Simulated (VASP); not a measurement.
The system is Au.

```
Au
1.0
     2.74841    0.00000    0.00000
     0.00000    2.74841    0.00000
     0.00000    0.00000    2.74841
Au
1
Direct
  0.50000 0.50000 0.50000
```

This isn't the form of Au at room conditions, which is fcc.

```yaml
Program: VASP 6.6.1
Task: relaxation of cell and atoms
Functional: revPBE
Dispersion: D4
Potentials_or_basis: VASP PAW PBE potentials, release 64 (Au)
Cutoff: 600 eV
k_mesh: 10 × 10 × 10
Occupations: fermi-dirac, width 0.05 eV
Spin: no spin polarisation
```

At the start: pressure -4.4 GPa; volume 20.76 Å³/atom.

Question: How do energy, volume and symmetry change on relaxing?

Answer: Over 3 steps the energy falls by 11.9 meV/atom and the volume is 19.93 Å³/atom (-4.0 %); space group Pm-3m (No. 221, to 0.1 Å) before and after.

Step by step:
```csv
step,energy change (eV),largest force (eV/Å),pressure (GPa),volume (Å³)
1,0.0000,0.0000,-4.39,20.76
2,0.0015,0.0000,5.41,19.10
3,-0.0119,0.0000,-0.01,19.93
```

Final structure:
```yaml
crystal:
  lattice:
    - [2.71121, 0.00000, 0.00000]
    - [0.00000, 2.71121, 0.00000]
    - [0.00000, 0.00000, 2.71121]
  atoms:
    - { symbol: Au, position: [0.50000, 0.50000, 0.50000] }
```

Caveat: the PAW data sets were made with another functional, which shifts forces and pressure a little.
